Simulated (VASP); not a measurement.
# Mg6F in VASP: further runs

The runs below take Mg6F through single point, with PBE.

Everything below comes from runs of VASP 6.6.1. Logs are shortened: lines on timing, memory, paths and dates and some standing lists are left out, and cuts for length are marked.

**1. The cell of the first run**

The cell holds a slab with vacuum, 7 atoms: a = 3.203 Å, b = 7.978 Å, c = 20.985 Å, α = 90.00°, β = 90.00°, γ = 101.58°.

**2. Single point, PBE**

Input file INCAR:

```
SYSTEM = Mg6F
PREC = Accurate
ENCUT = 520
EDIFF = 1E-7
ISMEAR = 0
SIGMA = 0.1
LREAL = .False.
LASPH = .True.
NELM = 100
ALGO = Normal
ISIF = 2
LWAVE = .False.
LCHARG = .False.
LDIPOL = .True.
IDIPOL = 3
DIPOL = 0.5 0.5 0.304
GGA = PE
NBANDS = 18
```

Input file KPOINTS:

```
Automatic mesh
0
Gamma
  9 4 1
  0 0 0
```

Input file POSCAR:

```
Mg6F
1.0
    3.2034417932      0.0000000000      0.0000000000
   -1.6017208966      7.8153198520      0.0000000000
    0.0000000000      0.0000000000     20.9851131634
Mg F
6 1
Direct
    0.8493879956      0.6987759913      0.1906113143
    0.5210014932      0.0420029864      0.2197581863
    0.1926149907      0.3852299814      0.2489050583
    0.3710660944      0.7414803149      0.3283003664
    0.0426232582      0.0834482649      0.3542380799
    0.7128162912      0.4251093731      0.3805132287
    0.7128162912      0.9251093731      0.4043396429
```

Potentials or basis: VASP PAW PBE potentials, release 64 (Mg, F).

The run is started by

```
$ cat potpaw_PBE.64/Mg/POTCAR potpaw_PBE.64/F/POTCAR > POTCAR
$ mpirun -np 1 vasp_std > vasp.out
```

OUTCAR:

```text
SYSTEM = Mg6F
   PREC = Accurate
   ENCUT = 520
   EDIFF = 1E-7
   ISMEAR = 0
   LREAL = .False.
   LASPH = .True.
   NELM = 100
   ISIF = 2
   GGA = PE

 ion  position               nearest neighbor table
   1  0.849  0.699  0.191-   3 3.17   3 3.17   2 3.18   2 3.18   4 3.32   4 3.32
   2  0.521  0.042  0.220-   3 3.18   3 3.18   1 3.18   1 3.18   5 3.26   5 3.26   4 3.27
   3  0.193  0.385  0.249-   1 3.17   1 3.17   2 3.18   2 3.18   6 3.21   6 3.21   5 3.23   4 3.24

   4  0.371  0.741  0.328-   7 2.29   6 3.14   6 3.14   5 3.16   5 3.16   3 3.24   2 3.27   1 3.32
                             1 3.32
   5  0.043  0.083  0.354-   7 1.81   6 3.16   4 3.16   6 3.16   4 3.16   3 3.23   2 3.26   2 3.26

   6  0.713  0.425  0.381-   4 3.14   4 3.14   5 3.16   5 3.16   3 3.21   3 3.21
   7  0.713  0.925  0.404-   5 1.81   4 2.29

  LATTYP: Found a base centered orthorhombic cell.
 ALAT       =     3.2034417932
 B/A-ratio  =     4.8793268968
 C/A-ratio  =     6.5508020804

  Lattice vectors:

 A1 = (   1.6017208966,  -7.8153198520,   0.0000000000)
 A2 = (   1.6017208966,   7.8153198520,   0.0000000000)
 A3 = (   0.0000000000,   0.0000000000,  20.9851131634)

Analysis of symmetry for initial positions (statically):
=====================================================================
 Subroutine PRICEL returns:
 Original cell was already a primitive cell.

 Routine SETGRP: Setting up the symmetry group for a
 base centered orthorhombic supercell.

 Subroutine GETGRP returns: Found  1 space group operations
 (whereof  1 operations were pure point group operations)
 out of a pool of  8 trial point group operations.

The static configuration has the point symmetry C_1 .

Analysis of symmetry for dynamics (positions and initial velocities):
=====================================================================
 Subroutine PRICEL returns:
 Original cell was already a primitive cell.

 Routine SETGRP: Setting up the symmetry group for a
 base centered orthorhombic supercell.

 Subroutine GETGRP returns: Found  1 space group operations
 (whereof  1 operations were pure point group operations)
 out of a pool of  8 trial point group operations.

The dynamic configuration has the point symmetry C_1 .

 Subroutine INISYM returns: Found  1 space group operations
 (whereof  1 operations are pure point group operations),
 and found     1 'primitive' translations

----------------------------------------------------------------------------------------

                                     Primitive cell

  volume of cell :     525.3817

  direct lattice vectors                    reciprocal lattice vectors
     3.203441793  0.000000000  0.000000000     0.312164249  0.063976908  0.000000000
    -1.601720897  7.815319852  0.000000000     0.000000000  0.127953816  0.000000000
     0.000000000  0.000000000 20.985113163     0.000000000  0.000000000  0.047652829

  length of vectors
     3.203441793  7.977764989 20.985113163     0.318652731  0.127953816  0.047652829

  position of ions in fractional coordinates (direct lattice)
     0.849387996  0.698775991  0.190611314
     0.521001493  0.042002986  0.219758186
     0.192614991  0.385229981  0.248905058
     0.371066094  0.741480315  0.328300366
     0.042623258  0.083448265  0.354238080
     0.712816291  0.425109373  0.380513229
     0.712816291  0.925109373  0.404339643

  ion indices of the primitive-cell ions
   primitive index   ion index
                 1           1
                 2           2
                 3           3
                 4           4
                 5           5
                 6           6
                 7           7
[... 26 lines left out ...]
|           W    W  A    A  R    R  N N  N  II  N N  N  G       !!!           |
|           W WW W  AAAAAA  RRRRR   N  N N  II  N  N N  G  GGG   !            |
|           WW  WW  A    A  R   R   N   NN  II  N   NN  G    G                |
|           W    W  A    A  R    R  N    N  II  N    N   GGGG   !!!           |
|                                                                             |
|     Your reciprocal lattice and k-lattice belong to different lattice       |
|     classes:                                                                |
|                                                                             |
|        The reciprocal lattice is base centered orthorhombic,                |
|        whereas your k-lattice is simple monoclinic.                         |
|                                                                             |
|     Results are often still useful ...                                      |
|                                                                             |
 -----------------------------------------------------------------------------

 WARNING: IBZKPT: internal override: KBLOWUP is changed to .FALSE.
      ... skipping the blow-up phase ...

 Subroutine IBZKPT returns following result:
 ===========================================

 Found     19 irreducible k-points:

 Following reciprocal coordinates:
            Coordinates               Weight
  0.000000  0.000000  0.000000      1.000000
  0.111111 -0.000000  0.000000      2.000000
  0.222222 -0.000000  0.000000      2.000000
  0.333333 -0.000000  0.000000      2.000000
  0.444444 -0.000000  0.000000      2.000000
  0.000000  0.250000  0.000000      2.000000
[... 11 lines left out ...]
  0.333333  0.500000  0.000000      2.000000
  0.444444  0.500000  0.000000      2.000000
   k-points           NKPTS =     19   k-points in BZ     NKDIM =     19   number of bands    NBANDS=     18
   number of dos      NEDOS =    301   number of ions     NIONS =      7
   total plane-waves  NPLWV = 230400
   dimension x,y,z NGX =    24 NGY =   60 NGZ =  160
   dimension x,y,z NGXF=    48 NGYF=  120 NGZF=  320
   ions per type =               6   1
   NGX,Y,Z   is equivalent  to a cutoff of  12.46, 12.50, 12.68 a.u.
   NGXF,Y,Z  is equivalent  to a cutoff of  24.91, 25.01, 25.35 a.u.
 SYSTEM =  Mg6F
   PREC   = accura    normal or accurate (medium, high low for compatibility)
   ISTART =      0    job   : 0-new  1-cont  2-samecut
   ICHARG =      2    charge: 1-file 2-atom 10-const
   ISPIN  =      1    spin polarized calculation?
   LNONCOLLINEAR =      F non collinear calculations
   LSORBIT =      F    spin-orbit coupling
   LASPH  =      T    aspherical Exc in radial PAW
   ENCUT  =  520.0 eV  38.22 Ry    6.18 a.u.   5.96 14.83 39.02*2*pi/ulx,y,z
   NELM   =    100;   NELMIN=  2; NELMDL= -5     # of ELM steps
   EDIFF  = 0.1E-06   stopping-criterion for ELM
   LREAL  =      F    real-space projection
   EDIFFG = 0.1E-05   stopping-criterion for IOM
   NSW    =      0    number of steps for IOM
   IBRION =     -1    ionic relax: 0-MD 1-quasi-New 2-CG
   NFREE  =      0    steps in history (QN), initial steepest desc. (CG)
   ISIF   =      2    stress and relaxation
   ISYM   =      2    0-nonsym 1-usesym 2-fastsym
   POTIM  = 0.5000    time-step for ionic-motion
   TEBEG  =    0.0;   TEEND  =   0.0 temperature during run
   PSTRESS=    0.0 pullay stress
   NELECT =      19.0000    total number of electrons
   NUPDOWN=      -1.0000    fix difference up-down
   EMIN   =  10.00;   EMAX   =-10.00  energy-range for DOS
   EFERMI =   0.00;   METHOD = LEGACY
   ISMEAR =     0;   SIGMA  =   0.10  broadening in eV -4-tet -1-fermi 0-gaus
   EFERMI_NEDOS =   21; number of points for ismear=-14 and -15
   IALGO  =     38    algorithm
   IMIX   =      4    mixing-type and parameters
     AMIX     =   0.40;   BMIX     =  1.00
     AMIX_MAG =   1.60;   BMIX_MAG =  1.00
  volume/ion in A,a.u.               =      75.05       506.49
  Fermi-wavevector in a.u.,A,eV,Ry     =   0.541379  1.023057  3.987742  0.293091
  Thomas-Fermi vector in A             =   1.568933
   LORBIT       =      0    0 simple, 1 ext, 2 COOP (PROOUT), +10 PAW based schemes
   GGA     = PE    functional components
   LHFCALC =     F    Hartree Fock is set to
   AEXX    =    0.0000 exact exchange contribution
   IVDW    =     0    specifies the selected vdW correction
   LEPSILON=     F    determine dielectric tensor
   LRPA    =     F    only Hartree local field effects (RPA)
 non-spin polarized calculation
 Gauss-broadening in eV      SIGMA  =   0.10
  energy-cutoff  :      520.00
  volume of cell :      525.38
 maximum number of plane-waves:     14191
   NGX = 11   NGY = 29   NGZ = 79

 number of electron      19.0000002 magnetization

 dipolmoment           0.000000      0.000000      0.066623 electrons x Angstroem

 Free energy of the ion-electron system (eV)
  ---------------------------------------------------
  ext. energy  EPLUGINS =         0.00000000
  ---------------------------------------------------
  free energy    TOTEN  =       -13.25103092 eV

  energy without entropy =      -13.23521124  energy(sigma->0) =      -13.24312108

 E-fermi :  -1.9643     XC(G=0):  -3.1694

 val. band max:       -1.9643585740   @ k =   0.0000   0.0000   0.0000
 cond. band min:      -1.9479068954   @ k =   0.2222   0.2500   0.0000
 fundamental gap:      0.0164516785
 Fermi energy:        -1.9643296963

 k-point     1 :       0.0000    0.0000    0.0000
  band No.  band energies     occupation
      1     -25.9317      2.00000
      2      -8.2863      2.00000
      3      -8.0000      2.00000
      4      -7.4251      2.00000
      5      -6.8711      2.00000
      6      -6.0821      2.00000
[... 376 lines left out ...]
      5      -4.8699      2.00000
      6      -3.8871      2.00000
[... 10 lines left out ...]
     17       1.3625      0.00000
     18       1.8205      0.00000

------------------------ aborting loop because EDIFF is reached ----------------------------------------

 vacuum level on the upper side and lower side of the slab       (xc-potential included)         0.203        -0.271

  FORCE on cell =-STRESS in cart. coord.  units (eV):
  Direction    XX          YY          ZZ          XY          YZ          ZX
  --------------------------------------------------------------------------------------
  -------------------------------------------------------------------------------------
  Total       -2.1344211      0.1130434     -0.9657311     -0.1648051     -1.1616652     -0.9730658
  in kB       -6.5090227      0.3447314     -2.9450448     -0.5025813     -3.5425554     -2.9674122
  external PRESSURE =      -3.0364453 kB  Pullay stress =       0.0000000 kB

 VOLUME and BASIS-vectors are now :
 -----------------------------------------------------------------------------
  energy-cutoff  :      520.00
  volume of cell :      525.38
      direct lattice vectors                 reciprocal lattice vectors
     3.203441793  0.000000000  0.000000000     0.312164249  0.063976908  0.000000000
    -1.601720897  7.815319852  0.000000000     0.000000000  0.127953816  0.000000000
     0.000000000  0.000000000 20.985113163     0.000000000  0.000000000  0.047652829

 POSITION                                       TOTAL-FORCE (eV/Angst)
 -----------------------------------------------------------------------------------
      1.60172      5.46116      4.00000         0.008125      0.053635      0.214872
      1.60172      0.32827      4.61165        -0.026563      0.001621      0.089301
      0.00000      3.01070      5.22330         0.005481     -0.092356     -0.145225
      0.00104      5.79491      6.88942         0.308216      0.273119      0.370752
      0.00288      0.65217      7.43373         0.503047      0.733106     -0.449464
      1.60256      3.32237      7.98511        -0.001240      0.018751     -0.065293
      0.80170      7.23003      8.48511        -0.797066     -0.987876     -0.014944
 -----------------------------------------------------------------------------------
    total drift:                                0.000747      0.000179      0.000539

  FREE ENERGIE OF THE ION-ELECTRON SYSTEM (eV)
  ---------------------------------------------------
  free  energy   TOTEN  =       -13.2510309219 eV

  energy  without entropy=      -13.2352112404  energy(sigma->0) =      -13.24312108

 vacuum level on the upper side and lower side of the slab         2.077         1.587
```

It took 2.5 min on 1 thread of Intel Xeon 6975P-C (Granite Rapids), shared host; peak memory 0.57 GiB.

What came out:

```yaml
Free_energy: -13.2510 eV
Largest_force: 1.269 eV/Å
```

Forces in eV/Å, atoms in the order of the input:
```
Mg   0.008  0.054  0.215
Mg  -0.027  0.002  0.089
Mg   0.005 -0.092 -0.145
Mg   0.308  0.273  0.371
Mg   0.503  0.733 -0.449
Mg  -0.001  0.019 -0.065
F   -0.797 -0.988 -0.015
```

Levels at points of the mesh, in eV from the Fermi level:
| k point | band 7 | band 8 | band 9 | band 10 | band 11 | band 12 | band 13 | band 14 |
| --- | --- | --- | --- | --- | --- | --- | --- | --- |
| (0.00, 0.00, 0.00) | -3.47 | -2.82 | -1.65 | -1.10 | 0.00 | 0.95 | 1.69 | 2.93 |
| (0.00, 0.50, 0.00) | -3.33 | -2.58 | -0.83 | -0.49 | -0.28 | 0.13 | 1.60 | 2.32 |

Caveat: an odd number of electrons without spin polarisation forces a metal; a magnetic or distorted state may lie lower.

**3. Single point, PBE**

Input file INCAR:

```
PREC = Accurate
ENCUT = 520
EDIFF = 1E-6
ISMEAR = 0
SIGMA = 0.1
LREAL = F
LASPH = T
NELM = 60
ALGO = Normal
ISIF = 2
LWAVE = F
LCHARG = T
LDIPOL = T
IDIPOL = 3
DIPOL = 0.5 0.5 0.311
GGA = PE
LELF = T
LVHAR = T
LVACPOTAV = T
NBANDS = 18
```

Input file KPOINTS:

```
regular mesh
0
Gamma
  9 4 1
```

POSCAR: that of step 2 with these lines changed.

```diff
@@ -14,2 +14,2 @@
     0.7128162912      0.4251093731      0.3805132287
-    0.7128162912      0.9251093731      0.4043396429
+    0.7128162912      0.9251093731      0.4562812261
```

Potentials or basis: VASP PAW PBE potentials, release 64 (Mg, F).

The run is started by

```
$ cat potpaw_PBE.64/Mg/POTCAR potpaw_PBE.64/F/POTCAR > POTCAR
$ mpirun -np 1 vasp_std > vasp.out
```

Run time: 2.6 min. Hardware: 1 thread of Intel Xeon 6975P-C (Granite Rapids), shared host; peak memory 0.57 GiB.

It converged, with:

- Free energy: -11.2040 eV
- Largest force: 2.499 eV/Å

Forces in eV/Å, atoms in the order of the input:
```
Mg   0.001  0.069  0.182
Mg  -0.008 -0.003  0.115
Mg   0.002 -0.054 -0.096
Mg   0.091  0.227  0.509
Mg  -0.248 -0.793  1.600
Mg  -0.001  0.041  0.130
F    0.164  0.513 -2.440
```

Levels at points of the mesh, in eV from the Fermi level:
```tsv
k point	band 8	band 9	band 10	band 11	band 12	band 13
(0.00, 0.00, 0.00)	-1.32	-0.94	-0.55	0.00	1.05	1.77
(0.00, 0.50, 0.00)	-0.85	-0.55	-0.39	-0.24	0.22	1.46
```

Caveat: an odd number of electrons without spin polarisation forces a metal; a magnetic or distorted state may lie lower.
